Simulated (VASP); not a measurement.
# Li (Im-3m) in VASP: single point with PBEsol

Aim: the single point of Li with PBEsol.

Program: VASP 6.6.1. These are calculated values, not measurements. Logs are shortened: lines on timing, memory, paths and dates and some standing lists are left out, and cuts for length are marked.

**1. The cell of the first run**

Symmetry: Im-3m, No. 229, cubic system. Conventional cell: a = 3.430 Å, b = 3.430 Å, c = 3.430 Å, α = 90.00°, β = 90.00°, γ = 90.00°. Within 3.9 Å of Li (site symmetry m-3m) lie 14 Li at 2.97 to 3.43 Å.

**2. Single point, PBEsol**

Input file INCAR:

```
  ALGO = Normal
  EDIFF = 1E-7
  ENCUT = 520
  GGA = PS
  ISIF = 2
  ISMEAR = -1
  LASPH = T
  LCHARG = T
  LELF = T
  LREAL = F
  LVHAR = T
  LWAVE = F
  NBANDS = 12
  NELM = 60
  PREC = Accurate
  SIGMA = 0.08
```

Input file KPOINTS:

```
k-points
0
Gamma
  8 8 11
```

Input file POSCAR:

```
Li
1.0
    0.0000000000      3.4297277846     -3.4297277846
   -3.4297277846      0.0000000000      3.4297277846
    1.7148638923      1.7148638923      1.7148638923
Li
3
Direct
    0.0000000000      0.0000000000      0.0000000000
    0.3333333330      0.6666666670      0.3333333330
    0.6666666670      0.3333333330      0.6666666670
```

Potentials or basis: VASP PAW PBE potentials, release 64 (Li_sv).

Run with:

```bash
cat potpaw_PBE.64/Li_sv/POTCAR > POTCAR
mpirun -np 1 vasp_std > vasp.out
```

OUTCAR:

```text
EDIFF = 1E-7
   ENCUT = 520
   GGA = PS
   ISIF = 2
   ISMEAR = -1
   LASPH = T
   LREAL = F
   NELM = 60
   PREC = Accurate

 ion  position               nearest neighbor table
   1  0.000  0.000  0.000-
   2  0.333  0.667  0.333-
   3  0.667  0.333  0.667-

  LATTYP: Found a hexagonal cell.
 ALAT       =     4.8503675482
 C/A-ratio  =     0.6123724357

  Lattice vectors:

 A1 = (   0.0000000000,   3.4297277846,  -3.4297277846)
 A2 = (  -3.4297277846,   0.0000000000,   3.4297277846)
 A3 = (   1.7148638923,   1.7148638923,   1.7148638923)

Analysis of symmetry for initial positions (statically):
=====================================================================
 Subroutine PRICEL returns following result:

  LATTYP: Found a body centered cubic cell.
 ALAT       =     3.4297277823

  Lattice vectors:

 A1 = (  -1.7148638957,   1.7148638889,  -1.7148638889)
 A2 = (  -1.7148638906,  -1.7148638906,   1.7148638906)
 A3 = (   1.7148638923,   1.7148638923,   1.7148638923)

   3 primitive cells build up your supercell.

 Routine SETGRP: Setting up the symmetry group for a
 hexagonal supercell.

 Subroutine GETGRP returns: Found 12 space group operations
 (whereof 12 operations were pure point group operations)
 out of a pool of 24 trial point group operations.

The static configuration has the point symmetry D_3d.

Analysis of symmetry for dynamics (positions and initial velocities):
=====================================================================
 Subroutine PRICEL returns following result:

  LATTYP: Found a body centered cubic cell.
 ALAT       =     3.4297277823

  Lattice vectors:

 A1 = (  -1.7148638957,   1.7148638889,  -1.7148638889)
 A2 = (  -1.7148638906,  -1.7148638906,   1.7148638906)
 A3 = (   1.7148638923,   1.7148638923,   1.7148638923)

   3 primitive cells build up your supercell.

 Routine SETGRP: Setting up the symmetry group for a
 hexagonal supercell.

 Subroutine GETGRP returns: Found 12 space group operations
 (whereof 12 operations were pure point group operations)
 out of a pool of 24 trial point group operations.

The dynamic configuration has the point symmetry D_3d.

 Subroutine INISYM returns: Found 12 space group operations
 (whereof 12 operations are pure point group operations),
 and found     3 'primitive' translations

----------------------------------------------------------------------------------------

                                     Primitive cell

  volume of cell :      20.1720

  direct lattice vectors                    reciprocal lattice vectors
    -1.714863896  1.714863889 -1.714863889    -0.291568329  0.291568329  0.000000000
    -1.714863891 -1.714863891  1.714863891    -0.291568329 -0.000000001  0.291568330
     1.714863892  1.714863892  1.714863892     0.000000000  0.291568329  0.291568329

  length of vectors
     2.970231388  2.970231387  2.970231390     0.412339886  0.412339886  0.412339886

  position of ions in fractional coordinates (direct lattice)
     0.000000000  0.000000000  0.000000000

  ion indices of the primitive-cell ions
   primitive index   ion index
                 1           1

----------------------------------------------------------------------------------------

 KPOINTS: k-points

Automatic generation of k-mesh.
 Grid dimensions read from file:
 generate k-points for:    8    8   11

 Generating k-lattice:

  Cartesian coordinates                     Fractional coordinates (reciprocal lattice)
    -0.012148680  0.024297361 -0.012148680     0.125000000  0.000000000  0.000000000
    -0.024297361  0.012148680  0.012148680     0.000000000  0.125000000  0.000000000
     0.017670808  0.017670808  0.017670808     0.000000000  0.000000000  0.090909091

  Length of vectors
     0.029758068  0.029758068  0.030606737

  Shift w.r.t. Gamma in fractional coordinates (k-lattice)
     0.000000000  0.000000000  0.000000000

 Subroutine IBZKPT returns following result:
 ===========================================

 Found     85 irreducible k-points:

 Following reciprocal coordinates:
            Coordinates               Weight
  0.000000  0.000000  0.000000      1.000000
  0.125000  0.000000  0.000000      6.000000
  0.250000  0.000000  0.000000      6.000000
  0.375000  0.000000  0.000000      6.000000
  0.500000  0.000000  0.000000      3.000000
  0.125000  0.125000  0.000000      6.000000
[... 16 lines left out ...]
 -0.125000  0.500000  0.090909     12.000000
  0.250000  0.250000  0.090909     12.000000
 [... further k-points ...]
   k-points           NKPTS =     85   k-points in BZ     NKDIM =     85   number of bands    NBANDS=     12
   number of dos      NEDOS =    301   number of ions     NIONS =      3
   total plane-waves  NPLWV =  31104
   dimension x,y,z NGX =    36 NGY =   36 NGZ =   24
   dimension x,y,z NGXF=    72 NGYF=   72 NGZF=   48
   ions per type =               3
   NGX,Y,Z   is equivalent  to a cutoff of  12.34, 12.34, 13.43 a.u.
   NGXF,Y,Z  is equivalent  to a cutoff of  24.68, 24.68, 26.87 a.u.
 SYSTEM =  unknown system
   PREC   = accura    normal or accurate (medium, high low for compatibility)
   ISTART =      0    job   : 0-new  1-cont  2-samecut
   ICHARG =      2    charge: 1-file 2-atom 10-const
   ISPIN  =      1    spin polarized calculation?
   LNONCOLLINEAR =      F non collinear calculations
   LSORBIT =      F    spin-orbit coupling
   LASPH  =      T    aspherical Exc in radial PAW
   ENCUT  =  520.0 eV  38.22 Ry    6.18 a.u.   9.02  9.02  5.52*2*pi/ulx,y,z
   NELM   =     60;   NELMIN=  2; NELMDL= -5     # of ELM steps
   EDIFF  = 0.1E-06   stopping-criterion for ELM
   LREAL  =      F    real-space projection
   EDIFFG = 0.1E-05   stopping-criterion for IOM
   NSW    =      0    number of steps for IOM
   IBRION =     -1    ionic relax: 0-MD 1-quasi-New 2-CG
   NFREE  =      0    steps in history (QN), initial steepest desc. (CG)
   ISIF   =      2    stress and relaxation
   ISYM   =      2    0-nonsym 1-usesym 2-fastsym
   POTIM  = 0.5000    time-step for ionic-motion
   TEBEG  =    0.0;   TEEND  =   0.0 temperature during run
   PSTRESS=    0.0 pullay stress
   NELECT =       9.0000    total number of electrons
   NUPDOWN=      -1.0000    fix difference up-down
   EMIN   =  10.00;   EMAX   =-10.00  energy-range for DOS
   EFERMI =   0.00;   METHOD = LEGACY
   ISMEAR =    -1;   SIGMA  =   0.08  broadening in eV -4-tet -1-fermi 0-gaus
   EFERMI_NEDOS =   21; number of points for ismear=-14 and -15
   IALGO  =     38    algorithm
   IMIX   =      4    mixing-type and parameters
     AMIX     =   0.40;   BMIX     =  1.00
     AMIX_MAG =   1.60;   BMIX_MAG =  1.00
  volume/ion in A,a.u.               =      20.17       136.13
  Fermi-wavevector in a.u.,A,eV,Ry     =   0.867359  1.639071 10.235823  0.752312
  Thomas-Fermi vector in A             =   1.985882
   LORBIT       =      0    0 simple, 1 ext, 2 COOP (PROOUT), +10 PAW based schemes
   GGA     = PS    functional components
   LHFCALC =     F    Hartree Fock is set to
   AEXX    =    0.0000 exact exchange contribution
   IVDW    =     0    specifies the selected vdW correction
   LEPSILON=     F    determine dielectric tensor
   LRPA    =     F    only Hartree local field effects (RPA)
 non-spin polarized calculation
  energy-cutoff  :      520.00
  volume of cell :       60.52
 maximum number of plane-waves:      1649
   NGX = 17   NGY = 17   NGZ = 11

 number of electron       9.0000014 magnetization

 Free energy of the ion-electron system (eV)
  ---------------------------------------------------
  ext. energy  EPLUGINS =         0.00000000
  ---------------------------------------------------
  free energy    TOTEN  =        -5.91125896 eV

  energy without entropy =       -5.87783967  energy(sigma->0) =       -5.89454931

 E-fermi :   0.6648     XC(G=0):  -7.0294

 val. band max:        0.6365017986   @ k =   0.3750   0.2500   0.3636
 cond. band min:       0.6659494073   @ k =   0.3750   0.1250   0.3636
 fundamental gap:      0.0294476087
 Fermi energy:         0.6648259662

 k-point     1 :       0.0000    0.0000    0.0000
  band No.  band energies     occupation
      1     -45.2645      2.00000
      2     -45.2408      2.00000
      3     -45.2408      2.00000
      4      -2.9207      2.00000
      5       2.9761      0.00000
      6       2.9761      0.00000
      7       2.9761      0.00000
      8       2.9761      0.00000
      9       6.7980      0.00000
     10       6.7980      0.00000
     11      11.2945      0.00000
     12      11.2945      0.00000

 k-point     2 :       0.1250    0.0000    0.0000
  band No.  band energies     occupation
      1     -45.2634      2.00000
      2     -45.2414      2.00000
      3     -45.2413      2.00000
      4      -2.8218      2.00000
      5       1.8081      0.00000
      6       2.0617      0.00000
      7       3.7411      0.00000
      8       4.1482      0.00000
      9       7.1285      0.00000
     10       7.2723      0.00000
     11      11.3400      0.00000
     12      11.3573      0.00000

 k-point     3 :       0.2500    0.0000    0.0000
  band No.  band energies     occupation
      1     -45.2605      2.00000
      2     -45.2434      2.00000
      3     -45.2422      2.00000
      4      -2.5259      2.00000
      5       0.6130      1.31324
      6       1.4073      0.00019
      7       3.9494      0.00000
      8       5.5736      0.00000
      9       7.9120      0.00000
     10       8.6516      0.00000
     11      11.4507      0.00000
     12      11.5771      0.00000

 k-point     4 :       0.3750    0.0000    0.0000
  band No.  band energies     occupation
      1     -45.2562      2.00000
      2     -45.2469      2.00000
      3     -45.2431      2.00000
      4      -2.0316      2.00000
      5      -0.4525      2.00000
      6       1.0142      0.02505
      7       3.9412      0.00000
      8       7.2436      0.00000
      9       8.9943      0.00000
     10      10.3643      0.00000
     11      11.2088      0.00000
     12      11.7102      0.00000

 k-point     5 :       0.5000    0.0000    0.0000
  band No.  band energies     occupation
      1     -45.2513      2.00000
      2     -45.2513      2.00000
      3     -45.2435      2.00000
      4      -1.3391      2.00000
      5      -1.3391      2.00000
      6       0.8831      0.12261
      7       3.9230      0.00000
      8       9.1390      0.00000
      9       9.1390      0.00000
     10      10.3109      0.00000
     11      10.3109      0.00000
     12      11.0511      0.00000
[... 228 lines left out ...]
      1     -45.2569      2.00000
      2     -45.2436      2.00000
      3     -45.2435      2.00000
      4      -2.1251      2.00000
      5       0.2359      1.99065
      6       0.8585      0.16309
      7       4.5927      0.00000
      8       6.0254      0.00000
      9       8.8945      0.00000
     10       9.2592      0.00000
     11      10.3932      0.00000
     12      11.3904      0.00000

 k-point    22 :       0.3750    0.1250    0.0909
  band No.  band energies     occupation
      1     -45.2522      2.00000
      2     -45.2485      2.00000
      3     -45.2433      2.00000
      4      -1.5267      2.00000
      5      -0.7476      2.00000
      6       0.6268      1.23309
      7       4.5843      0.00000
      8       7.6105      0.00000
      9       9.4453      0.00000
     10      10.0031      0.00000
     11      10.2795      0.00000
     12      10.9488      0.00000

 k-point    23 :      -0.1250    0.5000    0.0909
  band No.  band energies     occupation
      1     -45.2527      2.00000
      2     -45.2475      2.00000
      3     -45.2438      2.00000
      4      -1.5335      2.00000
      5      -0.7351      2.00000
      6       0.6245      1.24662
      7       4.5524      0.00000
      8       7.6407      0.00000
      9       9.4368      0.00000
     10      10.0553      0.00000
     11      10.2702      0.00000
     12      11.2821      0.00000

 k-point    24 :       0.2500    0.2500    0.0909
  band No.  band energies     occupation
      1     -45.2532      2.00000
      2     -45.2459      2.00000
      3     -45.2450      2.00000
      4      -1.6307      2.00000
      5      -0.0940      1.99985
      6      -0.0850      1.99983
      7       5.9079      0.00000
      8       5.9563      0.00000
      9       9.4055      0.00000
     10      10.2098      0.00000
     11      10.2333      0.00000
     12      11.0188      0.00000

 [... further k-points ...]

------------------------ aborting loop because EDIFF is reached ----------------------------------------

  FORCE on cell =-STRESS in cart. coord.  units (eV):
  Direction    XX          YY          ZZ          XY          YZ          ZX
  --------------------------------------------------------------------------------------
  -------------------------------------------------------------------------------------
  Total       -0.0156749     -0.0156749     -0.0156749     -0.0230169     -0.0230169     -0.0230169
  in kB       -0.4149961     -0.4149961     -0.4149961     -0.6093776     -0.6093776     -0.6093776
  external PRESSURE =      -0.4149961 kB  Pullay stress =       0.0000000 kB

 VOLUME and BASIS-vectors are now :
 -----------------------------------------------------------------------------
  energy-cutoff  :      520.00
  volume of cell :       60.52
      direct lattice vectors                 reciprocal lattice vectors
     0.000000000  3.429727785 -3.429727785    -0.097189443  0.194378886 -0.097189443
    -3.429727785  0.000000000  3.429727785    -0.194378886  0.097189443  0.097189443
     1.714863892  1.714863892  1.714863892     0.194378886  0.194378886  0.194378886

 POSITION                                       TOTAL-FORCE (eV/Angst)
 -----------------------------------------------------------------------------------
      0.00000      0.00000      0.00000        -0.000000     -0.000000     -0.000000
     -1.71486      1.71486      1.71486        -0.000000     -0.000000     -0.000000
      0.00000      3.42973     -0.00000         0.000000      0.000000      0.000000
 -----------------------------------------------------------------------------------
    total drift:                               -0.000000      0.000000      0.000000

  FREE ENERGIE OF THE ION-ELECTRON SYSTEM (eV)
  ---------------------------------------------------
  free  energy   TOTEN  =        -5.9112589561 eV

  energy  without entropy=       -5.8778396693  energy(sigma->0) =       -5.89454931
```

It took 1.8 min on 1 thread of Intel Xeon 8259CL, shared host; peak memory 0.16 GiB.

Results:

| Property | Result |
| --- | --- |
| Free energy | -5.9113 eV |
| Band gap on the k mesh | zero (an odd number of electrons rules out a gap without spin polarisation) |

Caveat: the cutoff is under 1.25 times the usual one of these potentials, so pressure, stress and relaxed cells hold a basis-set (Pulay) error; the PAW data sets were made with another functional, which shifts forces and pressure a little.

The gap in the log of VASP goes by the Fermi energy; the results here count the filled bands.